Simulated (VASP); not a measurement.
# WC (Fm-3m) in VASP: settings compared, part 3 of 3

VASP 6.6.1.

## (5) Single point, PBE0

This run uses another cell than the first one, of 10.54 Å³/atom.

POSCAR

```
WC
1.0
    0.0000000000      2.1926840000      2.1926840000
    2.1926840000      0.0000000000      2.1926840000
    2.1926840000      2.1926840000      0.0000000000
W C
1 1
Direct
    0.0000000000      0.0000000000      0.0000000000
    0.5000000000      0.5000000000      0.5000000000
```

INCAR.step1

```
SYSTEM = WC
  PREC = Accurate
  ENCUT = 520
  EDIFF = 1E-5
  ISMEAR = -1
  SIGMA = 0.05
  LREAL = .False.
  LASPH = .True.
  NELM = 80
  ALGO = Normal
  ISIF = 2
  LWAVE = .True.
  GGA = PE
  NBANDS = 16
```

INCAR.step2

```
SYSTEM = WC
  PREC = Accurate
  ENCUT = 520
  EDIFF = 1E-6
  ISMEAR = -1
  SIGMA = 0.05
  LREAL = .False.
  LASPH = .True.
  NELM = 80
  ALGO = Normal
  ISIF = 2
  LWAVE = .False.
  LCHARG = .True.
  GGA = PE
  LHFCALC = .True.
  AEXX = 0.25
  PRECFOCK = Normal
  LELF = .True.
  LVHAR = .True.
  ISTART = 1
  NBANDS = 16
```

KPOINTS

```
Automatic mesh
0
Gamma
  6 6 6
  0 0 0
```

Potentials or basis: VASP PAW PBE potentials, release 64 (W_sv, C).

Run with:

```
$ cat potpaw_PBE.64/W_sv/POTCAR potpaw_PBE.64/C/POTCAR > POTCAR
$ cp INCAR.step1 INCAR
$ mpirun -np 1 vasp_std > vasp.out
$ cp INCAR.step2 INCAR
$ mpirun -np 1 vasp_std > vasp.out
```

OUTCAR:

```text
SYSTEM = WC
   PREC = Accurate
   ENCUT = 520
   EDIFF = 1E-6
   ISMEAR = -1
   LREAL = .False.
   LASPH = .True.
   NELM = 80
   ISIF = 2
   GGA = PE
   LHFCALC = .True.
   AEXX = 0.25
   PRECFOCK = Normal
   ISTART = 1

 ion  position               nearest neighbor table
   1  0.000  0.000  0.000-   2 2.19   2 2.19   2 2.19   2 2.19   2 2.19   2 2.19
   2  0.500  0.500  0.500-   1 2.19   1 2.19   1 2.19   1 2.19   1 2.19   1 2.19

  LATTYP: Found a face centered cubic cell.
 ALAT       =     4.3853680000

  Lattice vectors:

 A1 = (   0.0000000000,   2.1926840000,   2.1926840000)
 A2 = (   2.1926840000,   0.0000000000,   2.1926840000)
 A3 = (   2.1926840000,   2.1926840000,   0.0000000000)

Analysis of symmetry for initial positions (statically):
=====================================================================
 Subroutine PRICEL returns:
 Original cell was already a primitive cell.

 Routine SETGRP: Setting up the symmetry group for a
 face centered cubic supercell.

 Subroutine GETGRP returns: Found 48 space group operations
 (whereof 48 operations were pure point group operations)
[... 161 lines left out ...]

 E-fermi :  12.2309     XC(G=0): -10.7582

 val. band max:       12.1733067883   @ k =  -0.3333   0.1667   0.0000
 cond. band min:      13.0114964118   @ k =  -0.3333   0.3333   0.1667
 fundamental gap:      0.8381896235
 Fermi energy:        12.2308923371

 k-point     1 :       0.0000    0.0000    0.0000
  band No.  band energies     occupation
      1     -67.7487      2.00000
      2     -30.2304      2.00000
      3     -30.2304      2.00000
      4     -30.2304      2.00000
      5      -5.8621      2.00000
      6       8.8128      2.00000
[... 281 lines left out ...]
      3     -30.5853      2.00000
      4     -30.4892      2.00000
      5      -2.7714      2.00000
      6       5.0289      2.00000
[... 8 lines left out ...]
     15      25.7896      0.00000
     16      28.2246      0.00000

------------------------ aborting loop because EDIFF is reached ----------------------------------------

  FORCE on cell =-STRESS in cart. coord.  units (eV):
  Direction    XX          YY          ZZ          XY          YZ          ZX
  --------------------------------------------------------------------------------------
  -------------------------------------------------------------------------------------
  Total       -1.3202002     -1.3202002     -1.3202002      0.0000000     -0.0000000     -0.0000000
  in kB     -100.3210919   -100.3210919   -100.3210919      0.0000000     -0.0000000     -0.0000000
  external PRESSURE =    -100.3210919 kB  Pullay stress =       0.0000000 kB

 VOLUME and BASIS-vectors are now :
 -----------------------------------------------------------------------------
  energy-cutoff  :      520.00
  volume of cell :       21.08
      direct lattice vectors                 reciprocal lattice vectors
     0.000000000  2.192684000  2.192684000    -0.228031034  0.228031034  0.228031034
     2.192684000  0.000000000  2.192684000     0.228031034 -0.228031034  0.228031034
     2.192684000  2.192684000  0.000000000     0.228031034  0.228031034 -0.228031034

 POSITION                                       TOTAL-FORCE (eV/Angst)
 -----------------------------------------------------------------------------------
      0.00000      0.00000      0.00000        -0.000000      0.000000     -0.000000
      2.19268      2.19268      2.19268         0.000000     -0.000000      0.000000
 -----------------------------------------------------------------------------------
    total drift:                               -0.000000     -0.000000     -0.000000

  FREE ENERGIE OF THE ION-ELECTRON SYSTEM (eV)
  ---------------------------------------------------
  free  energy   TOTEN  =       -26.4729745683 eV

  energy  without entropy=      -26.4662784315  energy(sigma->0) =      -26.46962650
```

OUTCAR.step1:

```text
SYSTEM = WC
   PREC = Accurate
   ENCUT = 520
   EDIFF = 1E-5
   ISMEAR = -1
   LREAL = .False.
[... 514 lines left out ...]
      0.00000      0.00000      0.00000         0.000000      0.000000     -0.000000
      2.19268      2.19268      2.19268         0.000000      0.000000      0.000000
 -----------------------------------------------------------------------------------
    total drift:                                0.000000     -0.000000     -0.000000

  FREE ENERGIE OF THE ION-ELECTRON SYSTEM (eV)
  ---------------------------------------------------
  free  energy   TOTEN  =       -21.5036036554 eV

  energy  without entropy=      -21.4942088365  energy(sigma->0) =      -21.49890625
```

Wall time 27 min (1 thread of AMD EPYC 7R43 (Zen 3), shared host); peak memory 0.12 GiB.

What came out:

```yaml
Free_energy: -26.4730 eV
Pressure: -10.0 GPa
Band_gap_on_the_k_mesh: zero (bands 9 and 10 overlap by 4.00 eV)
```

Caveat: the k points lie up to 0.41 Å⁻¹ apart, too coarse for converged energies and pressures of a metal; the PAW data sets were made with another functional, which shifts forces and pressure a little; spin-orbit coupling is left out, which moves the levels of the heavy elements.

## (6) Single point, PBE

This run uses another cell than the first one, of 10.54 Å³/atom.

INCAR

```
PREC = Accurate ; ENCUT = 600
EDIFF = 1E-6 ; ISMEAR = 0
SIGMA = 0.014 ; LREAL = False
LASPH = True ; NELM = 120
ALGO = Normal ; ISIF = 2
LWAVE = False ; LCHARG = False
GGA = PE ; NBANDS = 16
GGA_COMPAT = False
```

KPOINTS

```
Automatic mesh
0
Gamma
  10 10 10
```

POSCAR is that of step 5.

Potentials or basis: VASP PAW PBE potentials, release 64 (W_sv, C).

Run with:

```
$ cat potpaw_PBE.64/W_sv/POTCAR potpaw_PBE.64/C/POTCAR > POTCAR
$ mpirun -np 1 vasp_std > vasp.out
```

Wall time 19 s (1 thread of AMD EPYC 7R43 (Zen 3), shared host); peak memory 0.14 GiB.

It converged, with:

```yaml
Free_energy: -21.5691 eV
Pressure: -0.7 GPa
Band_gap_on_the_k_mesh: zero (bands 9 and 10 overlap by 3.18 eV)
```

Levels at points of the mesh, in eV from the Fermi level:
```tsv
k point	band 7	band 8	band 9	band 10	band 11	band 12
(0.00, 0.00, 0.00)	-2.84	-2.84	-1.16	-1.16	-1.16	-1.05
(0.50, 0.00, 0.00)	-6.67	-6.67	0.95	0.95	2.24	4.83
(0.50, 0.50, 0.00)	-5.69	-2.59	-2.59	0.76	2.18	2.18
```

Caveat: spin-orbit coupling is left out, which moves the levels of the heavy elements.

## (7) Overview

| level | cell | k mesh | cutoff (eV) | smearing | grid for exact exchange (PRECFOCK) | share of exact exchange | screening parameter | gap on the mesh (eV) | pressure (GPa) |
| --- | --- | --- | --- | --- | --- | --- | --- | --- | --- |
| HSE06 | a = 3.121 Å, angles 60.0°, 2 atoms | 6 × 6 × 6 | 520 | fermi-dirac 0.05 eV | Normal | 0.25 | 0.2079 1/Å | none | -16.6 |
| PBE0 | a = 3.121 Å, angles 60.0°, 2 atoms | 6 × 6 × 6 | 520 | fermi-dirac 0.05 eV | Normal | 0.25 | - | none | -16.9 |
| HSE06 | a = 3.101 Å, angles 60.0°, 2 atoms | 6 × 6 × 6 | 520 | fermi-dirac 0.05 eV | Normal | 0.25 | 0.2079 1/Å | none | -9.8 |
| PBE0 | a = 3.101 Å, angles 60.0°, 2 atoms | 6 × 6 × 6 | 520 | fermi-dirac 0.05 eV | Normal | 0.25 | - | none | -10.0 |
| PBE | a = 3.101 Å, angles 60.0°, 2 atoms | 10 × 10 × 10 | 600 | gaussian 0.014 eV | - | - | - | none | -0.7 |

Alike in all rows: task single point; potentials or basis VASP PAW PBE potentials, release 64 (W_sv, C); no spin polarisation.

Caveats: some runs use coarse meshes; spin-orbit coupling is left out, which moves the levels of the heavy elements; the PAW data sets were made with another functional, which shifts forces and pressure a little (at least some runs).

Total energies depend on the potentials used, so only differences within one code and one set of settings carry meaning.
